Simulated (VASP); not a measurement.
Set up this calculation in VASP 6.6.1, as the native input.

```
Task                   : single point
Functional             : r2SCAN
Potentials or basis    : VASP PAW PBE potentials, release 64 (Ca_sv)
Cutoff                 : 520 eV
k mesh                 : 7 × 7 × 4
Occupations            : methfessel-paxton, width 0.1 eV
Spin                   : no spin polarisation
Dipole correction      : no
Further INCAR settings : ALGO = Normal; EDIFF = 1e-06; NBANDS = 17
```

The system is Ca.

```
Ca
1.0
     1.97128   -3.39549    0.00000
     1.97128    3.39549    0.00000
     0.00000    0.00000    6.50911
Ca
2
Direct
  0.16441 0.83559 0.75000
  0.83559 0.16441 0.25000
```

The input as run:

POSCAR

```
Ca
1.0
    1.9712759950     -3.3954901800      0.0000000000
    1.9712759950      3.3954901800      0.0000000000
    0.0000000000      0.0000000000      6.5091117400
Ca
2
Direct
    0.1644134000      0.8355866000      0.7500000000
    0.8355866000      0.1644134000      0.2500000000
```

INCAR.step1

```
ALGO = Normal
EDIFF = 1E-4
ENCUT = 520
GGA = PE
ISMEAR = 1
LASPH = True
LCHARG = False
LREAL = False
LWAVE = True
NBANDS = 17
NELM = 60
PREC = Accurate
SIGMA = 0.1
```

INCAR.step2

```
ALGO = Normal
EDIFF = 1E-6
ENCUT = 520
ISIF = 2
ISMEAR = 1
ISTART = 1
LASPH = True
LCHARG = True
LELF = True
LMIXTAU = True
LREAL = False
LVHAR = True
LWAVE = False
METAGGA = R2SCAN
NBANDS = 17
NELM = 60
PREC = Accurate
SIGMA = 0.1
```

KPOINTS

```
k-points
0
Gamma
  7 7 4
```

Potentials or basis: VASP PAW PBE potentials, release 64 (Ca_sv).

Command:

```bash
$ cat potpaw_PBE.64/Ca_sv/POTCAR > POTCAR
$ cp INCAR.step1 INCAR
$ mpirun -np 1 vasp_std > vasp.out
$ cp INCAR.step2 INCAR
$ mpirun -np 1 vasp_std > vasp.out
```

It gave:

```json
{
  "Pressure": "0.1 GPa",
  "Largest force": "0.015 eV/Å",
  "Band gap on the k mesh": "zero (bands 10 and 11 overlap by 0.64 eV)"
}
```

Caveat: the PAW data sets were made with another functional, which shifts forces and pressure a little.

It took 94 s on 1 thread of Intel(R) Xeon(R) 6975P-C (Granite Rapids), on a shared host, peak memory 0.24 GiB.
